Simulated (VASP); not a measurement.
# Si4Cl (P6/mmm) in VASP: notebook

Si4Cl is run at these levels: PBE; tasks: relaxation of cell and atoms.

Program: VASP 6.6.1. These are calculated values, not measurements. Logs are shortened: lines on timing, memory, paths and dates and some standing lists are left out, and cuts for length are marked.

**1. The cell of the first run**

Symmetry: P6/mmm, No. 191, hexagonal system. The conventional cell has a = 4.319 Å, b = 4.319 Å, c = 6.654 Å, α = 90.00°, β = 90.00°, γ = 120.00°. Within 3.3 Å of Si (site symmetry -6m2) lie 9 Si at 2.49 to 3.06 Å. Si (site symmetry 6mm) has 1 Cl at 1.55 Å within 2.1 Å. Within 2.1 Å of Cl (site symmetry 6/mmm) lie 2 Si at 1.55 Å.

**2. Relaxation of cell and atoms, PBE**

INCAR

```
SYSTEM = Si4Cl
ALGO = Normal ; EDIFF = 1E-6
EDIFFG = -0.04 ; ENCUT = 600
GGA = PE ; IBRION = 2
ISIF = 3 ; ISMEAR = 0
LASPH = .TRUE. ; LCHARG = .FALSE.
LREAL = .FALSE. ; LWAVE = .FALSE.
NELM = 80 ; NSW = 90
PREC = Accurate ; SIGMA = 0.1
```

KPOINTS

```
k-points
0
G
  6 6 4
  0 0 0
```

POSCAR

```
Si4Cl
1.0
    4.3188235600      0.0000000000      0.0000000000
   -2.1594117800      3.7402109200      0.0000000000
    0.0000000000      0.0000000000      6.6544041400
Si Cl
4 1
Direct
    0.3333333300      0.6666666700      0.0000000000
    0.6666666700      0.3333333300      0.0000000000
    0.0000000000      0.0000000000      0.7326636600
    0.0000000000      0.0000000000      0.2673363400
    0.0000000000      0.0000000000      0.5000000000
```

Potentials or basis: VASP PAW PBE potentials, release 64 (Si, Cl).

The run is started by

```console
> cat potpaw_PBE.64/Si/POTCAR potpaw_PBE.64/Cl/POTCAR > POTCAR
> mpirun -np 1 vasp_std > vasp.out
```

OUTCAR:

```text
SYSTEM = Si4Cl
   EDIFF = 1E-6
   EDIFFG = -0.04
   ENCUT = 600
   GGA = PE
   IBRION = 2
   ISIF = 3
   ISMEAR = 0
   LASPH = .TRUE.
   LREAL = .FALSE.
   NELM = 80
   NSW = 90
   PREC = Accurate

 ion  position               nearest neighbor table
   1  0.333  0.667  0.000-   2 2.49   2 2.49   2 2.49   4 3.06   3 3.06   4 3.06   3 3.06   4 3.06
                             3 3.06
   2  0.667  0.333  0.000-   1 2.49   1 2.49   1 2.49   4 3.06   3 3.06   3 3.06   4 3.06   3 3.06
                             4 3.06
   3  0.000  0.000  0.733-   5 1.55   2 3.06   1 3.06   2 3.06   1 3.06   2 3.06   1 3.06   4 3.10

   4  0.000  0.000  0.267-   5 1.55   2 3.06   1 3.06   2 3.06   1 3.06   2 3.06   1 3.06   3 3.10

   5  0.000  0.000  0.500-   3 1.55   4 1.55

  LATTYP: Found a hexagonal cell.
 ALAT       =     4.3188235600
 C/A-ratio  =     1.5407909232

  Lattice vectors:

 A1 = (   4.3188235600,   0.0000000000,   0.0000000000)
 A2 = (  -2.1594117800,   3.7402109200,   0.0000000000)
 A3 = (   0.0000000000,   0.0000000000,   6.6544041400)

Analysis of symmetry for initial positions (statically):
=====================================================================
 Subroutine PRICEL returns:
 Original cell was already a primitive cell.

 Routine SETGRP: Setting up the symmetry group for a
 hexagonal supercell.

 Subroutine GETGRP returns: Found 24 space group operations
 (whereof 24 operations were pure point group operations)
 out of a pool of 24 trial point group operations.

The static configuration has the point symmetry D_6h.

Analysis of symmetry for dynamics (positions and initial velocities):
=====================================================================
 Subroutine PRICEL returns:
 Original cell was already a primitive cell.

 Routine SETGRP: Setting up the symmetry group for a
 hexagonal supercell.

 Subroutine GETGRP returns: Found 24 space group operations
 (whereof 24 operations were pure point group operations)
 out of a pool of 24 trial point group operations.

The dynamic configuration has the point symmetry D_6h.

 Subroutine INISYM returns: Found 24 space group operations
 (whereof 24 operations are pure point group operations),
 and found     1 'primitive' translations

----------------------------------------------------------------------------------------

                                     Primitive cell

  volume of cell :     107.4907

  direct lattice vectors                    reciprocal lattice vectors
     4.318823560  0.000000000  0.000000000     0.231544537  0.133682300  0.000000000
    -2.159411780  3.740210920  0.000000000     0.000000000  0.267364601  0.000000000
     0.000000000  0.000000000  6.654404140     0.000000000  0.000000000  0.150276415

  length of vectors
     4.318823560  4.318823562  6.654404140     0.267364601  0.267364601  0.150276415

  position of ions in fractional coordinates (direct lattice)
     0.333333330  0.666666670  0.000000000
     0.666666670  0.333333330  0.000000000
     0.000000000  0.000000000  0.732663660
     0.000000000  0.000000000  0.267336340
     0.000000000  0.000000000  0.500000000

  ion indices of the primitive-cell ions
   primitive index   ion index
                 1           1
                 2           2
                 3           3
                 4           4
                 5           5

----------------------------------------------------------------------------------------

 KPOINTS: k-points

Automatic generation of k-mesh.
 Grid dimensions read from file:
 generate k-points for:    6    6    4

 Generating k-lattice:

  Cartesian coordinates                     Fractional coordinates (reciprocal lattice)
     0.038590756  0.022280383  0.000000000     0.166666667 -0.000000000  0.000000000
     0.000000000  0.044560767  0.000000000     0.000000000  0.166666667  0.000000000
     0.000000000  0.000000000  0.037569104     0.000000000  0.000000000  0.250000000

  Length of vectors
     0.044560767  0.044560767  0.037569104

  Shift w.r.t. Gamma in fractional coordinates (k-lattice)
     0.000000000  0.000000000  0.000000000

 Subroutine IBZKPT returns following result:
 ===========================================

 Found     21 irreducible k-points:

 Following reciprocal coordinates:
            Coordinates               Weight
  0.000000  0.000000  0.000000      1.000000
  0.166667 -0.000000  0.000000      6.000000
  0.333333 -0.000000  0.000000      6.000000
  0.500000 -0.000000  0.000000      3.000000
  0.166667  0.166667  0.000000      6.000000
  0.333333  0.166667  0.000000     12.000000
[... 13 lines left out ...]
  0.333333  0.166667  0.500000     12.000000
  0.333333  0.333333  0.500000      2.000000
   k-points           NKPTS =     21   k-points in BZ     NKDIM =     21   number of bands    NBANDS=     15
   number of dos      NEDOS =    301   number of ions     NIONS =      5
   total plane-waves  NPLWV =  69984
   dimension x,y,z NGX =    36 NGY =   36 NGZ =   54
   dimension x,y,z NGXF=    72 NGYF=   72 NGZF=  108
   ions per type =               4   1
   NGX,Y,Z   is equivalent  to a cutoff of  13.86, 13.86, 13.49 a.u.
   NGXF,Y,Z  is equivalent  to a cutoff of  27.72, 27.72, 26.98 a.u.
 SYSTEM =  Si4Cl
   PREC   = accura    normal or accurate (medium, high low for compatibility)
   ISTART =      0    job   : 0-new  1-cont  2-samecut
   ICHARG =      2    charge: 1-file 2-atom 10-const
   ISPIN  =      1    spin polarized calculation?
   LNONCOLLINEAR =      F non collinear calculations
   LSORBIT =      F    spin-orbit coupling
   LASPH  =      T    aspherical Exc in radial PAW
   ENCUT  =  600.0 eV  44.10 Ry    6.64 a.u.   8.63  8.63 13.29*2*pi/ulx,y,z
   NELM   =     80;   NELMIN=  2; NELMDL= -5     # of ELM steps
   EDIFF  = 0.1E-05   stopping-criterion for ELM
   LREAL  =      F    real-space projection
   EDIFFG = -.4E-01   stopping-criterion for IOM
   NSW    =     90    number of steps for IOM
   IBRION =      2    ionic relax: 0-MD 1-quasi-New 2-CG
   NFREE  =      1    steps in history (QN), initial steepest desc. (CG)
   ISIF   =      3    stress and relaxation
   ISYM   =      2    0-nonsym 1-usesym 2-fastsym
   POTIM  = 0.5000    time-step for ionic-motion
   TEBEG  =    0.0;   TEEND  =   0.0 temperature during run
   PSTRESS=    0.0 pullay stress
   NELECT =      23.0000    total number of electrons
   NUPDOWN=      -1.0000    fix difference up-down
   EMIN   =  10.00;   EMAX   =-10.00  energy-range for DOS
   EFERMI =   0.00;   METHOD = LEGACY
   ISMEAR =     0;   SIGMA  =   0.10  broadening in eV -4-tet -1-fermi 0-gaus
   EFERMI_NEDOS =   21; number of points for ismear=-14 and -15
   IALGO  =     38    algorithm
   IMIX   =      4    mixing-type and parameters
     AMIX     =   0.40;   BMIX     =  1.00
     AMIX_MAG =   1.60;   BMIX_MAG =  1.00
  volume/ion in A,a.u.               =      21.50       145.08
  Fermi-wavevector in a.u.,A,eV,Ry     =   0.979175  1.850373 13.045057  0.958785
  Thomas-Fermi vector in A             =   2.110008
   LORBIT       =      0    0 simple, 1 ext, 2 COOP (PROOUT), +10 PAW based schemes
   GGA     = PE    functional components
   LHFCALC =     F    Hartree Fock is set to
   AEXX    =    0.0000 exact exchange contribution
   IVDW    =     0    specifies the selected vdW correction
   LEPSILON=     F    determine dielectric tensor
   LRPA    =     F    only Hartree local field effects (RPA)
 conjugate gradient relaxation of ions
 non-spin polarized calculation
 Gauss-broadening in eV      SIGMA  =   0.10
  energy-cutoff  :      600.00
  volume of cell :      107.49
 maximum number of plane-waves:      3616
 NGX is ok and might be reduce to    36
   NGX = 17   NGY = 17   NGZ = 27

--------------------------------------- Ionic step        1  -------------------------------------------

 number of electron      22.9999998 magnetization

 Free energy of the ion-electron system (eV)
  ---------------------------------------------------
  ext. energy  EPLUGINS =         0.00000000
  ---------------------------------------------------
  free energy    TOTEN  =        -6.95246241 eV

  energy without entropy =       -6.92295874  energy(sigma->0) =       -6.93771058

------------------------ aborting loop because EDIFF is reached ----------------------------------------

  FORCE on cell =-STRESS in cart. coord.  units (eV):
  Direction    XX          YY          ZZ          XY          YZ          ZX
  --------------------------------------------------------------------------------------
  -------------------------------------------------------------------------------------
  Total       -2.3937809     -2.3937809     91.2393508      0.0000000     -0.0000000      0.0000000
  in kB      -35.6799517    -35.6799517   1359.9471768      0.0000000     -0.0000000      0.0000000
  external PRESSURE =     429.5290912 kB  Pullay stress =       0.0000000 kB
[... 856 lines left out ...]
 k-point    21 :       0.3333    0.3333    0.5000
  band No.  band energies     occupation
      1     -11.7266      2.00000
      2      -6.1478      2.00000
      3      -4.9881      2.00000
      4      -4.9881      2.00000
      5      -2.0962      2.00000
      6      -0.8866      2.00000
      7       0.0950      2.00000
      8       0.0950      2.00000
      9       2.1474      2.00000
     10       2.1474      2.00000
     11       4.0882      2.00000
     12       4.8300      0.01300
     13       4.8300      0.01300
     14       7.0192      0.00000
     15       7.3142      0.00000

[... ionic steps 4 to 11 ...]

--------------------------------------- Ionic step       12  -------------------------------------------

 number of electron      23.0000002 magnetization

------------------------ aborting loop because EDIFF is reached ----------------------------------------

  FORCE on cell =-STRESS in cart. coord.  units (eV):
  Direction    XX          YY          ZZ          XY          YZ          ZX
  --------------------------------------------------------------------------------------
  -------------------------------------------------------------------------------------
  Total        0.0856655      0.0856655      0.2312234      0.0000000     -0.0000000      0.0000000
  in kB        1.2295509      1.2295509      3.3187351      0.0000000     -0.0000000      0.0000000
  external PRESSURE =       1.9259456 kB  Pullay stress =       0.0000000 kB
[... 63 lines left out ...]
  energy  without entropy=      -21.5884441720  energy(sigma->0) =      -21.59273922

--------------------------------------- Ionic step       14  -------------------------------------------

 number of electron      23.0000002 magnetization

 Free energy of the ion-electron system (eV)
  ---------------------------------------------------
  ext. energy  EPLUGINS =         0.00000000
  ---------------------------------------------------
  free energy    TOTEN  =       -21.59747481 eV

  energy without entropy =      -21.58871346  energy(sigma->0) =      -21.59309413

 E-fermi :   4.7251     XC(G=0):  -8.7332

 val. band max:        4.7131825090   @ k =   0.5000  -0.0000   0.2500
 cond. band min:       4.7634734455   @ k =   0.1667   0.1667   0.2500
 fundamental gap:      0.0502909365
 Fermi energy:         4.7251013690

 k-point     1 :       0.0000    0.0000    0.0000
  band No.  band energies     occupation
      1     -11.4824      2.00000
      2      -8.6596      2.00000
      3      -4.0973      2.00000
      4      -0.0129      2.00000
      5       1.0760      2.00000
      6       1.0760      2.00000
      7       1.1463      2.00000
      8       1.6011      2.00000
      9       1.6011      2.00000
     10       2.0181      2.00000
     11       2.0181      2.00000
     12       3.2779      2.00000
[... 393 lines left out ...]
  FREE ENERGIE OF THE ION-ELECTRON SYSTEM (eV)
  ---------------------------------------------------
  free  energy   TOTEN  =       -21.5974748068 eV

  energy  without entropy=      -21.5887134611  energy(sigma->0) =      -21.59309413

 reached required accuracy - stopping structural energy minimisation
```

It took 3.3 min on 1 thread of Intel Xeon 6975P-C (Granite Rapids), shared host; peak memory 0.27 GiB.

Results:

```yaml
Free_energy: -21.5975 eV
Relaxed_volume: 22.39 Å³/atom
Relaxed_cell: a = 4.189 Å, b = 4.189 Å, c = 7.368 Å, α = 90.00°, β = 90.00°, γ = 120.00°
Space_group_after_relaxing_to_0.05_Å: P6/mmm (No. 191)
Energy_gained_by_relaxing: 2929.0 meV/atom
Ionic_steps: 14
Pressure_after_relaxing: 0.0 GPa
Largest_force_after_relaxing: 0.007 eV/Å
```

Forces on the atoms (eV/Å):
```
Si   0.000  0.000  0.000
Si   0.000  0.000  0.000
Si   0.000  0.000 -0.007
Si   0.000  0.000  0.007
Cl   0.000  0.000  0.000
```

The path:
```tsv
step	energy change (eV)	largest force (eV/Å)	pressure (GPa)	volume (Å³)
1	0.0000	31.5150	42.95	107.49
2	54.5364	183.4216	54.26	192.89
3	-10.5779	8.8534	4.73	147.50
4	-11.2259	7.2397	2.87	144.26
5	-13.8269	3.1312	-2.94	126.06
6	-14.5118	0.9586	-2.04	116.82
7	-14.5191	0.4525	-1.50	115.27
8	-14.5215	0.6625	-1.73	115.89
9	-14.5216	0.6068	-1.67	115.72
10	-14.6408	0.0893	-0.21	112.39
11	-14.6445	0.0299	0.13	111.76
12	-14.6446	0.0224	0.19	111.63
13	-14.6446	0.0183	0.24	111.54
14	-14.6450	0.0071	0.05	111.97
```

Final structure:
```cif
data_structure
_symmetry_space_group_name_H-M 'P 1'
_symmetry_Int_Tables_number 1
_cell_length_a 4.1891
_cell_length_b 4.1891
_cell_length_c 7.3676
_cell_angle_alpha 90.000
_cell_angle_beta 90.000
_cell_angle_gamma 120.000
_cell_volume 111.97
loop_
_atom_site_label
_atom_site_type_symbol
_atom_site_fract_x
_atom_site_fract_y
_atom_site_fract_z
_atom_site_occupancy
Si1 Si 0.33333 0.66667 0.00000 1
Si2 Si 0.66667 0.33333 0.00000 1
Si3 Si 0.00000 0.00000 0.82692 1
Si4 Si 0.00000 0.00000 0.17308 1
Cl1 Cl 0.00000 0.00000 0.50000 1
```

Levels at points of the mesh, in eV from the Fermi level:
| k point | band 9 | band 10 | band 11 | band 12 | band 13 | band 14 | band 15 |
| --- | --- | --- | --- | --- | --- | --- | --- |
| (0.00, 0.00, 0.00) | -3.12 | -2.71 | -2.71 | -1.45 | -1.25 | 1.20 | 1.20 |
| (0.50, 0.00, 0.00) | -3.52 | -3.39 | -1.15 | -0.02 | 1.21 | 2.73 | 3.51 |
| (0.00, 0.00, 0.50) | -3.03 | -3.03 | -2.60 | -1.25 | 0.78 | 0.93 | 1.68 |
| (0.50, 0.00, 0.50) | -3.66 | -3.15 | 0.43 | 0.67 | 1.57 | 1.92 | 3.07 |

Caveat: an odd number of electrons without spin polarisation forces a metal; a magnetic or distorted state may lie lower.

[end of part 1 of 2]
